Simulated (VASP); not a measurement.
# NaTbC (P4mm) in VASP: further runs

NaTbC is run at these levels: PBE; tasks: single point.

Program: VASP 6.6.1. These are calculated values, not measurements. Logs are shortened: lines on timing, memory, paths and dates and some standing lists are left out, and cuts for length are marked.

## (1) The cell of the first run

Symmetry: P4mm, No. 99, tetragonal system. The conventional cell has a = 3.171 Å, b = 3.171 Å, c = 6.162 Å, α = 90.00°, β = 90.00°, γ = 90.00°. Within 3.0 Å of Na (site symmetry 4mm) lie 4 C at 2.26 Å and 1 Tb at 2.60 Å. Within 3.4 Å of Tb (site symmetry 4mm) lie 1 Na at 2.60 Å and 4 Tb at 3.17 Å and 4 C at 3.21 Å. C (site symmetry 4mm) has 4 Na at 2.26 Å within 3.0 Å.

The cell was built from a structure type or drawn by symmetry, and may not be a known phase.

## (2) Single point, PBE

INCAR

```
SYSTEM = NaTbC
  ALGO = Normal
  EDIFF = 1E-6
  ENCUT = 600
  GGA = PE
  GGA_COMPAT = .False.
  ISIF = 2
  ISMEAR = 0
  LASPH = .True.
  LCHARG = .False.
  LMAXMIX = 6
  LREAL = .False.
  LWAVE = .False.
  NBANDS = 17
  NELM = 200
  PREC = Accurate
  SIGMA = 0.1
```

KPOINTS

```
k-points
0
Gamma
  6 6 4
  0 0 0
```

POSCAR

```
NaTbC
1.0
    3.1708738300      0.0000000000      0.0000000000
    0.0000000000      3.1708738300      0.0000000000
    0.0000000000      0.0000000000      6.1624482800
Na Tb C
1 1 1
Direct
    0.0000000000      0.0000000000      0.1558338500
    0.0000000000      0.0000000000      0.7332729700
    0.5000000000      0.5000000000      0.1068389000
```

Potentials or basis: VASP PAW PBE potentials, release 64 (Na_pv, Tb_3, C), 4f in core.

Command:

```bash
$ cat potpaw_PBE.64/Na_pv/POTCAR potpaw_PBE.64/Tb_3/POTCAR potpaw_PBE.64/C/POTCAR > POTCAR
$ mpirun -np 1 vasp_std > vasp.out
```

OUTCAR:

```text
SYSTEM = NaTbC
   EDIFF = 1E-6
   ENCUT = 600
   GGA = PE
   ISIF = 2
   ISMEAR = 0
   LASPH = .True.
   LREAL = .False.
   NELM = 200
   PREC = Accurate

 ion  position               nearest neighbor table
   1  0.000  0.000  0.156-   3 2.26   3 2.26   3 2.26   3 2.26   2 2.60
   2  0.000  0.000  0.733-   1 2.60
   3  0.500  0.500  0.107-   1 2.26   1 2.26   1 2.26   1 2.26

  LATTYP: Found a simple tetragonal cell.
 ALAT       =     3.1708738300
 C/A-ratio  =     1.9434542686

  Lattice vectors:

 A1 = (   3.1708738300,   0.0000000000,   0.0000000000)
 A2 = (   0.0000000000,   3.1708738300,   0.0000000000)
 A3 = (   0.0000000000,   0.0000000000,   6.1624482800)

Analysis of symmetry for initial positions (statically):
=====================================================================
 Subroutine PRICEL returns:
 Original cell was already a primitive cell.

 Routine SETGRP: Setting up the symmetry group for a
 simple tetragonal supercell.

 Subroutine GETGRP returns: Found  8 space group operations
 (whereof  8 operations were pure point group operations)
 out of a pool of 16 trial point group operations.

The static configuration has the point symmetry C_4v.

Analysis of symmetry for dynamics (positions and initial velocities):
=====================================================================
 Subroutine PRICEL returns:
 Original cell was already a primitive cell.

 Routine SETGRP: Setting up the symmetry group for a
 simple tetragonal supercell.

 Subroutine GETGRP returns: Found  8 space group operations
 (whereof  8 operations were pure point group operations)
 out of a pool of 16 trial point group operations.

The dynamic configuration has the point symmetry C_4v.

 Subroutine INISYM returns: Found  8 space group operations
 (whereof  8 operations are pure point group operations),
 and found     1 'primitive' translations

----------------------------------------------------------------------------------------

                                     Primitive cell

  volume of cell :      61.9600

[... 84 lines left out ...]
   ISPIN  =      1    spin polarized calculation?
   LNONCOLLINEAR =      F non collinear calculations
   LSORBIT =      F    spin-orbit coupling
   LASPH  =      T    aspherical Exc in radial PAW
   ENCUT  =  600.0 eV  44.10 Ry    6.64 a.u.   6.33  6.33 12.31*2*pi/ulx,y,z
   NELM   =    200;   NELMIN=  2; NELMDL= -5     # of ELM steps
   EDIFF  = 0.1E-05   stopping-criterion for ELM
   LREAL  =      F    real-space projection
   EDIFFG = 0.1E-04   stopping-criterion for IOM
   NSW    =      0    number of steps for IOM
   IBRION =     -1    ionic relax: 0-MD 1-quasi-New 2-CG
   NFREE  =      0    steps in history (QN), initial steepest desc. (CG)
   ISIF   =      2    stress and relaxation
   ISYM   =      2    0-nonsym 1-usesym 2-fastsym
   POTIM  = 0.5000    time-step for ionic-motion
   TEBEG  =    0.0;   TEEND  =   0.0 temperature during run
   PSTRESS=    0.0 pullay stress
   NELECT =      20.0000    total number of electrons
   NUPDOWN=      -1.0000    fix difference up-down
   EMIN   =  10.00;   EMAX   =-10.00  energy-range for DOS
   EFERMI =   0.00;   METHOD = LEGACY
   ISMEAR =     0;   SIGMA  =   0.10  broadening in eV -4-tet -1-fermi 0-gaus
   EFERMI_NEDOS =   21; number of points for ismear=-14 and -15
   IALGO  =     38    algorithm
   IMIX   =      4    mixing-type and parameters
     AMIX     =   0.40;   BMIX     =  1.00
     AMIX_MAG =   1.60;   BMIX_MAG =  1.00
  volume/ion in A,a.u.               =      20.65       139.38
  Fermi-wavevector in a.u.,A,eV,Ry     =   1.123003  2.122169 17.158807  1.261137
  Thomas-Fermi vector in A             =   2.259667
   LORBIT       =      0    0 simple, 1 ext, 2 COOP (PROOUT), +10 PAW based schemes
   GGA     = PE    functional components
   LHFCALC =     F    Hartree Fock is set to
   AEXX    =    0.0000 exact exchange contribution
   IVDW    =     0    specifies the selected vdW correction
   LEPSILON=     F    determine dielectric tensor
   LRPA    =     F    only Hartree local field effects (RPA)
 non-spin polarized calculation
 Gauss-broadening in eV      SIGMA  =   0.10
  energy-cutoff  :      600.00
  volume of cell :       61.96
 maximum number of plane-waves:      2092
 NGX is ok and might be reduce to    28
   NGX = 13   NGY = 13   NGZ = 25

 number of electron      20.0000004 magnetization

 Free energy of the ion-electron system (eV)
  ---------------------------------------------------
  ext. energy  EPLUGINS =         0.00000000
  ---------------------------------------------------
  free energy    TOTEN  =        -9.60994496 eV

  energy without entropy =       -9.59703172  energy(sigma->0) =       -9.60348834

 E-fermi :   2.5322     XC(G=0):  -9.3709

 val. band max:        2.4989508512   @ k =   0.1667   0.1667   0.0000
 cond. band min:       2.5652003698   @ k =   0.5000   0.1667   0.0000
 fundamental gap:      0.0662495187
 Fermi energy:         2.5322090238

 k-point     1 :       0.0000    0.0000    0.0000
  band No.  band energies     occupation
      1     -21.0894      2.00000
      2     -20.3003      2.00000
      3     -20.3003      2.00000
      4     -20.2519      2.00000
      5     -19.9445      2.00000
      6     -19.9445      2.00000
[... 457 lines left out ...]
      4     -20.2774      2.00000
      5     -20.2588      2.00000
      6     -19.8506      2.00000
[... 9 lines left out ...]
     16       7.4524      0.00000
     17       9.5724      0.00000

 [... further k-points ...]

------------------------ aborting loop because EDIFF is reached ----------------------------------------

  FORCE on cell =-STRESS in cart. coord.  units (eV):
  Direction    XX          YY          ZZ          XY          YZ          ZX
  --------------------------------------------------------------------------------------
  -------------------------------------------------------------------------------------
  Total        2.7405108      2.7405108     -0.5465829      0.0000000      0.0000000      0.0000000
  in kB       70.8648541     70.8648541    -14.1336856      0.0000000      0.0000000      0.0000000
  external PRESSURE =      42.5320075 kB  Pullay stress =       0.0000000 kB

 VOLUME and BASIS-vectors are now :
 -----------------------------------------------------------------------------
  energy-cutoff  :      600.00
  volume of cell :       61.96
      direct lattice vectors                 reciprocal lattice vectors
     3.170873830  0.000000000  0.000000000     0.315370479  0.000000000  0.000000000
     0.000000000  3.170873830  0.000000000     0.000000000  0.315370479  0.000000000
     0.000000000  0.000000000  6.162448280     0.000000000  0.000000000  0.162273167

 POSITION                                       TOTAL-FORCE (eV/Angst)
 -----------------------------------------------------------------------------------
      0.00000      0.00000      0.96032         0.000000      0.000000      2.329135
      0.00000      0.00000      4.51876        -0.000000     -0.000000      0.405795
      1.58544      1.58544      0.65839        -0.000000      0.000000     -2.734929
 -----------------------------------------------------------------------------------
    total drift:                               -0.000000     -0.000000      0.000012

  FREE ENERGIE OF THE ION-ELECTRON SYSTEM (eV)
  ---------------------------------------------------
  free  energy   TOTEN  =        -9.6099449631 eV

  energy  without entropy=       -9.5970317218  energy(sigma->0) =       -9.60348834
```

Run time: 20 s. Hardware: 1 thread of AMD EPYC 9R45 (Zen 5), shared host; peak memory 0.18 GiB.

What came out:

```
Free energy            : -9.6099 eV
Pressure               : 4.3 GPa
Largest force          : 2.735 eV/Å
Band gap on the k mesh : zero (bands 10 and 11 overlap by 0.39 eV)
```

Forces on the atoms (eV/Å):
```
Na   0.000  0.000  2.329
Tb   0.000  0.000  0.406
C    0.000  0.000 -2.735
```

Caveat: the cell stands under pressure; spin-orbit coupling is left out, which moves the levels of the heavy elements; the 4f electrons are frozen in the core, so they carry no moment and show no levels; forces of over 1 eV/Å act on the atoms, so gaps and moduli don't describe the material at rest. Spin polarisation is off, so any magnetic state and its effect on volume and gap are missing.

## (3) Single point, PBE

This run uses another cell than the first one, of 24.79 Å³/atom.

INCAR

```
SYSTEM = NaTbC
PREC     = Accurate       ! precision mode
ENCUT    = 600            ! plane-wave cutoff, eV
EDIFF    = 1E-6           ! SCF threshold, eV
ISMEAR   = 0              ! smearing method
SIGMA    = 0.1            ! smearing width, eV
LREAL    = .FALSE.        ! projectors in reciprocal space
LASPH    = .TRUE.         ! aspherical terms in the spheres
NELM     = 200            ! most SCF steps
ALGO     = Normal         ! electronic algorithm
ISIF     = 2              ! what is computed and relaxed
LWAVE    = .FALSE.        ! write WAVECAR
LCHARG   = .FALSE.        ! write CHGCAR
GGA      = PE             ! functional
NBANDS   = 17             ! bands
GGA_COMPAT= .FALSE.      
LMAXMIX  = 6              ! l up to which the mixer works
```

KPOINTS

```
Automatic mesh
0
G
  6 6 4
  0 0 0
```

POSCAR

```
NaTbC
1.0
    3.3089512306      0.0000000000      0.0000000000
    0.0000000000      3.3089512306      0.0000000000
    0.0000000000      0.0000000000      6.7932230213
Na Tb C
1 1 1
Direct
    0.0000000000      0.0000000000      0.2657713596
    0.0000000000      0.0000000000      0.8160086458
    0.5000000000      0.5000000000     -0.0858342854
```

Potentials or basis: VASP PAW PBE potentials, release 64 (Na_pv, Tb_3, C), 4f in core.

Command:

```bash
$ cat potpaw_PBE.64/Na_pv/POTCAR potpaw_PBE.64/Tb_3/POTCAR potpaw_PBE.64/C/POTCAR > POTCAR
$ mpirun -np 1 vasp_std > vasp.out
```

OUTCAR:

```text
SYSTEM = NaTbC
   PREC = Accurate
   ENCUT = 600
   EDIFF = 1E-6
   ISMEAR = 0
   LREAL = .FALSE.
   LASPH = .TRUE.
   NELM = 200
   ISIF = 2
   GGA = PE

 ion  position               nearest neighbor table
   1  0.000  0.000  0.266-   2 3.06
   2  0.000  0.000  0.816-   3 2.43   3 2.43   3 2.43   3 2.43   1 3.06
   3  0.500  0.500  0.914-   2 2.43   2 2.43   2 2.43   2 2.43

  LATTYP: Found a simple tetragonal cell.
 ALAT       =     3.3089512306
 C/A-ratio  =     2.0529837244

  Lattice vectors:

[... 671 lines left out ...]

  FORCE on cell =-STRESS in cart. coord.  units (eV):
  Direction    XX          YY          ZZ          XY          YZ          ZX
  --------------------------------------------------------------------------------------
  -------------------------------------------------------------------------------------
  Total        0.1595197      0.1595197      0.1200097      0.0000000      0.0000000      0.0000000
  in kB        3.4361207      3.4361207      2.5850572      0.0000000      0.0000000      0.0000000
  external PRESSURE =       3.1524329 kB  Pullay stress =       0.0000000 kB

 VOLUME and BASIS-vectors are now :
 -----------------------------------------------------------------------------
  energy-cutoff  :      600.00
  volume of cell :       74.38
      direct lattice vectors                 reciprocal lattice vectors
     3.308951231  0.000000000  0.000000000     0.302210559  0.000000000  0.000000000
     0.000000000  3.308951231  0.000000000     0.000000000  0.302210559  0.000000000
     0.000000000  0.000000000  6.793223021     0.000000000  0.000000000  0.147205531

 POSITION                                       TOTAL-FORCE (eV/Angst)
 -----------------------------------------------------------------------------------
      0.00000      0.00000      1.80544         0.000000      0.000000      0.006496
      0.00000      0.00000      5.54333         0.000000      0.000000     -0.066469
      1.65448      1.65448      6.21013        -0.000000      0.000000      0.059973
 -----------------------------------------------------------------------------------
    total drift:                               -0.000000     -0.000000     -0.000293

  FREE ENERGIE OF THE ION-ELECTRON SYSTEM (eV)
  ---------------------------------------------------
  free  energy   TOTEN  =       -13.4764953326 eV

  energy  without entropy=      -13.4717199850  energy(sigma->0) =      -13.47410766
```

Wall time 24 s (1 thread of AMD EPYC 9R45 (Zen 5), shared host); peak memory 0.2 GiB.

What came out:

| Item | Value |
| --- | --- |
| Free energy | -13.4765 eV |
| Pressure | 0.3 GPa |
| Largest force | 0.066 eV/Å |
| Band gap on the k mesh | zero (bands 10 and 11 overlap by 1.05 eV) |

Forces on the atoms (eV/Å):
```
Na   0.000  0.000  0.006
Tb   0.000  0.000 -0.066
C    0.000  0.000  0.060
```

Caveat: spin-orbit coupling is left out, which moves the levels of the heavy elements; the 4f electrons are frozen in the core, so they carry no moment and show no levels. Spin polarisation is off, so any magnetic state and its effect on volume and gap are missing.
